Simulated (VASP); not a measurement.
# Pt (Fm-3m) in VASP: single point with PBEsol

Aim: the single point of Pt with PBEsol.

Program: VASP 6.6.1. These are calculated values, not measurements. Logs are shortened: lines on timing, memory, paths and dates and some standing lists are left out, and cuts for length are marked.

### Step 1. The cell of the first run

The structure is cubic, space group Fm-3m (No. 225). Conventional cell: a = 3.918 Å, b = 3.918 Å, c = 3.918 Å, α = 90.00°, β = 90.00°, γ = 90.00°. Pt (site symmetry m-3m) has 12 Pt at 2.77 Å within 3.7 Å.

### Step 2. Single point, PBEsol, non-collinear spin, typed start, spin-orbit coupling

The input, INCAR:

```
SYSTEM = Pt
PREC     = Accurate       ! precision mode
ENCUT    = 520            ! plane-wave cutoff, eV
EDIFF    = 1E-6           ! SCF threshold, eV
ISMEAR   = -1             ! smearing method
SIGMA    = 0.05           ! smearing width, eV
LREAL    = .False.        ! projectors in reciprocal space
LASPH    = .True.         ! aspherical terms in the spheres
NELM     = 150            ! most SCF steps
ALGO     = Normal         ! electronic algorithm
ISIF     = 2              ! what is computed and relaxed
LWAVE    = .False.        ! write WAVECAR
LCHARG   = .False.        ! write CHGCAR
MAGMOM   = 0 0 1          ! initial moments
LORBIT   = 11             ! projections on sites
LSORBIT  = .True.         ! spin-orbit coupling
GGA_COMPAT= .False.      
LORBMOM  = .True.       
LMAXMIX  = 4              ! l up to which the mixer works
GGA      = PS             ! functional
NBANDS   = 21             ! bands
```

The input, KPOINTS:

```
Automatic mesh
0
Gamma
  14 14 14
  0 0 0
```

The input, POSCAR:

```
Pt
1.0
    0.0000000000      1.9589273114      1.9589273114
    1.9589273114      0.0000000000      1.9589273114
    1.9589273114      1.9589273114      0.0000000000
Pt
1
Direct
    0.0000000000      0.0000000000      0.0000000000
```

Potentials or basis: VASP PAW PBE potentials, release 64 (Pt).

Launch:

```sh
> cat potpaw_PBE.64/Pt/POTCAR > POTCAR
> mpirun -np 1 vasp_ncl > vasp.out
```

OUTCAR:

```text
SYSTEM = Pt
   PREC = Accurate
   ENCUT = 520
   EDIFF = 1E-6
   ISMEAR = -1
   LREAL = .False.
   LASPH = .True.
   NELM = 150
   ISIF = 2
   LORBIT = 11
   LSORBIT = .True.
   GGA = PS

 ion  position               nearest neighbor table
   1  0.000  0.000  0.000-

  LATTYP: Found a face centered cubic cell.
 ALAT       =     3.9178546228

  Lattice vectors:

 A1 = (   0.0000000000,   1.9589273114,   1.9589273114)
 A2 = (   1.9589273114,   0.0000000000,   1.9589273114)
 A3 = (   1.9589273114,   1.9589273114,   0.0000000000)

Analysis of symmetry for initial positions (statically):
=====================================================================
 Subroutine PRICEL returns:
 Original cell was already a primitive cell.

 Routine SETGRP: Setting up the symmetry group for a
 face centered cubic supercell.

 Subroutine GETGRP returns: Found 48 space group operations
 (whereof 48 operations were pure point group operations)
 out of a pool of 48 trial point group operations.

The static configuration has the point symmetry O_h .

Analysis of symmetry for dynamics (positions and initial velocities):
=====================================================================
 Subroutine PRICEL returns:
 Original cell was already a primitive cell.

 Routine SETGRP: Setting up the symmetry group for a
 face centered cubic supercell.

 Subroutine GETGRP returns: Found 48 space group operations
 (whereof 48 operations were pure point group operations)
 out of a pool of 48 trial point group operations.

The dynamic configuration has the point symmetry O_h .

Analysis of structural, dynamic, and magnetic symmetry:
=====================================================================
 Subroutine PRICEL returns:
 Original cell was already a primitive cell.

 Routine SETGRP: Setting up the symmetry group for a
 face centered cubic supercell.

 Subroutine GETGRP returns: Found  8 space group operations
 (whereof  8 operations were pure point group operations)
 out of a pool of 48 trial point group operations.

The overall configuration has the point symmetry C_4h.

 Subroutine INISYM returns: Found  8 space group operations
 (whereof  8 operations are pure point group operations),
 and found     1 'primitive' translations

----------------------------------------------------------------------------------------

                                     Primitive cell

  volume of cell :      15.0344

  direct lattice vectors                    reciprocal lattice vectors
     0.000000000  1.958927311  1.958927311    -0.255241732  0.255241732  0.255241732
     1.958927311  0.000000000  1.958927311     0.255241732 -0.255241732  0.255241732
     1.958927311  1.958927311  0.000000000     0.255241732  0.255241732 -0.255241732

  length of vectors
     2.770341571  2.770341571  2.770341571     0.442091648  0.442091648  0.442091648

  position of ions in fractional coordinates (direct lattice)
     0.000000000  0.000000000  0.000000000

  ion indices of the primitive-cell ions
   primitive index   ion index
                 1           1

----------------------------------------------------------------------------------------

 KPOINTS: Automatic mesh

Automatic generation of k-mesh.
 Grid dimensions read from file:
 generate k-points for:   14   14   14

 Generating k-lattice:

  Cartesian coordinates                     Fractional coordinates (reciprocal lattice)
    -0.018231552  0.018231552  0.018231552     0.071428571  0.000000000  0.000000000
     0.018231552 -0.018231552  0.018231552     0.000000000  0.071428571  0.000000000
     0.018231552  0.018231552 -0.018231552     0.000000000  0.000000000  0.071428571

  Length of vectors
     0.031577975  0.031577975  0.031577975

  Shift w.r.t. Gamma in fractional coordinates (k-lattice)
[... 42 lines left out ...]
 SYSTEM =  Pt
   PREC   = accura    normal or accurate (medium, high low for compatibility)
   ISTART =      0    job   : 0-new  1-cont  2-samecut
   ICHARG =      2    charge: 1-file 2-atom 10-const
   ISPIN  =      1    spin polarized calculation?
   LNONCOLLINEAR =      T non collinear calculations
   LSORBIT =      T    spin-orbit coupling
   LASPH  =      T    aspherical Exc in radial PAW
   ENCUT  =  520.0 eV  38.22 Ry    6.18 a.u.   5.15  5.15  5.15*2*pi/ulx,y,z
   NELM   =    150;   NELMIN=  2; NELMDL= -5     # of ELM steps
   EDIFF  = 0.1E-05   stopping-criterion for ELM
   LREAL  =      F    real-space projection
[... 7 lines left out ...]
   TEBEG  =    0.0;   TEEND  =   0.0 temperature during run
   PSTRESS=    0.0 pullay stress
   NELECT =      10.0000    total number of electrons
   NUPDOWN=      -1.0000    fix difference up-down
   EMIN   =  10.00;   EMAX   =-10.00  energy-range for DOS
   EFERMI =   0.00;   METHOD = LEGACY
   ISMEAR =    -1;   SIGMA  =   0.05  broadening in eV -4-tet -1-fermi 0-gaus
   EFERMI_NEDOS =   21; number of points for ismear=-14 and -15
   IALGO  =     38    algorithm
   IMIX   =      4    mixing-type and parameters
     AMIX     =   0.40;   BMIX     =  1.00
     AMIX_MAG =   1.60;   BMIX_MAG =  1.00
  volume/ion in A,a.u.               =      15.03       101.46
  Fermi-wavevector in a.u.,A,eV,Ry     =   1.429047  2.700507 27.785482  2.042175
  Thomas-Fermi vector in A             =   2.549043
   LORBIT       =     11    0 simple, 1 ext, 2 COOP (PROOUT), +10 PAW based schemes
   GGA     = PS    functional components
   LHFCALC =     F    Hartree Fock is set to
   AEXX    =    0.0000 exact exchange contribution
   IVDW    =     0    specifies the selected vdW correction
   LEPSILON=     F    determine dielectric tensor
   LRPA    =     F    only Hartree local field effects (RPA)
  energy-cutoff  :      520.00
  volume of cell :       15.03
 maximum number of plane-waves:       830
 NGX is ok and might be reduce to    24
   NGX = 11   NGY = 11   NGZ = 11

 number of electron      10.0000000 magnetization       0.0000000      0.0000000      1.0000000

 number of electron      10.0000000 magnetization       0.0000000     -0.0000000      0.1122609

 number of electron      10.0000000 magnetization      -0.0000000     -0.0000000     -0.0037223

 number of electron      10.0000000 magnetization      -0.0000000      0.0000000     -0.0028665

 Free energy of the ion-electron system (eV)
  ---------------------------------------------------
  ext. energy  EPLUGINS =         0.00000000
  ---------------------------------------------------
  free energy    TOTEN  =        -7.36271915 eV

  energy without entropy =       -7.34751339  energy(sigma->0) =       -7.35511627

 E-fermi :  11.1790     XC(G=0): -13.6493

 val. band max:       11.1748834966   @ k =   0.0714   0.5000   0.3571
 cond. band min:      11.1920183722   @ k =   0.0000   0.0714   0.5000
 fundamental gap:      0.0171348756
 Fermi energy:        11.1789883281

 k-point     1 :       0.0000    0.0000    0.0000
  band No.  band energies     occupation
      1       0.8274      1.00000
      2       0.8280      1.00000
      3       6.8750      1.00000
      4       6.8756      1.00000
      5       6.8766      1.00000
      6       6.8773      1.00000
[... 565 lines left out ...]
     20      31.2319      0.00000
     21      38.0501      0.00000

 [... further k-points ...]

------------------------ aborting loop because EDIFF is reached ----------------------------------------

  FORCE on cell =-STRESS in cart. coord.  units (eV):
  Direction    XX          YY          ZZ          XY          YZ          ZX
  --------------------------------------------------------------------------------------
  -------------------------------------------------------------------------------------
  Total        0.0276031      0.0276031      0.0276001     -0.0000000      0.0000000      0.0000000
  in kB        2.9416028      2.9416028      2.9412763     -0.0000007      0.0000000      0.0000000
  external PRESSURE =       2.9414939 kB  Pullay stress =       0.0000000 kB

 VOLUME and BASIS-vectors are now :
 -----------------------------------------------------------------------------
  energy-cutoff  :      520.00
  volume of cell :       15.03
      direct lattice vectors                 reciprocal lattice vectors
     0.000000000  1.958927311  1.958927311    -0.255241732  0.255241732  0.255241732
     1.958927311  0.000000000  1.958927311     0.255241732 -0.255241732  0.255241732
     1.958927311  1.958927311  0.000000000     0.255241732  0.255241732 -0.255241732

 POSITION                                       TOTAL-FORCE (eV/Angst)
 -----------------------------------------------------------------------------------
      0.00000      0.00000      0.00000        -0.000000      0.000000      0.000000
 -----------------------------------------------------------------------------------
    total drift:                                0.000000      0.000000     -0.000000

  FREE ENERGIE OF THE ION-ELECTRON SYSTEM (eV)
  ---------------------------------------------------
  free  energy   TOTEN  =        -7.3627191456 eV

  energy  without entropy=       -7.3475133920  energy(sigma->0) =       -7.35511627

 orbital moment (x)

 # of ion     p       d       tot
 ----------------------------------------
  1        -0.000  -0.000  -0.000
 ----------------------------------------
           -0.000  -0.000  -0.000

 orbital moment (y)

 # of ion     p       d       tot
 ----------------------------------------
  1        -0.000   0.000   0.000
 ----------------------------------------
           -0.000   0.000   0.000

 orbital moment (z)

 # of ion     p       d       tot
 ----------------------------------------
  1        -0.000  -0.000  -0.000
 ----------------------------------------
           -0.000  -0.000  -0.000

 Spin-Orbit-Coupling matrix elements

 Ion:    1  E_soc:     -0.7704498
 l=   1
     0.0000000    -0.0337261    -0.0337261
    -0.0337261     0.0000000    -0.0337261
    -0.0337261    -0.0337261     0.0000000
 l=   2
     0.0000000    -0.0167315     0.0000000    -0.0167315    -0.0779507
    -0.0167315     0.0000000    -0.0584630    -0.0167315    -0.0194877
     0.0000000    -0.0584630     0.0000000    -0.0584630     0.0000000
    -0.0167315    -0.0167315    -0.0584630     0.0000000    -0.0194877
    -0.0779507    -0.0194877     0.0000000    -0.0194877     0.0000000
 l=   3
     0.0000000     0.0000000     0.0000000     0.0000000     0.0000000     0.0000000     0.0000000
     0.0000000     0.0000000     0.0000000     0.0000000     0.0000000     0.0000000     0.0000000
     0.0000000     0.0000000     0.0000000     0.0000000     0.0000000     0.0000000     0.0000000
     0.0000000     0.0000000     0.0000000     0.0000000     0.0000000     0.0000000     0.0000000
     0.0000000     0.0000000     0.0000000     0.0000000     0.0000000     0.0000000     0.0000000
     0.0000000     0.0000000     0.0000000     0.0000000     0.0000000     0.0000000     0.0000000
     0.0000000     0.0000000     0.0000000     0.0000000     0.0000000     0.0000000     0.0000000

 total charge

# of ion       s       p       d       tot
------------------------------------------
    1        0.638   0.637   8.019   9.294

 magnetization (x)

# of ion       s       p       d       tot
------------------------------------------
    1        0.000   0.000   0.000   0.000

 magnetization (y)

# of ion       s       p       d       tot
------------------------------------------
    1        0.000   0.000   0.000   0.000

 magnetization (z)

# of ion       s       p       d       tot
------------------------------------------
    1        0.000   0.000  -0.003  -0.002
```

It took 8.7 min on 1 thread of AMD EPYC 7R13, shared host; peak memory 0.29 GiB.

What came out:

```
Free energy                                           : -7.3627 eV
Pressure                                              : 0.3 GPa
Net moment                                            : 0.00 μB per cell
Valence electrons inside the program's atomic spheres : Pt 9.29
```

Moments on the atoms (μB; x, y, z):
```
Pt  0.00 0.00 0.00
```

Caveat: the PAW data sets were made with another functional, which shifts forces and pressure a little.
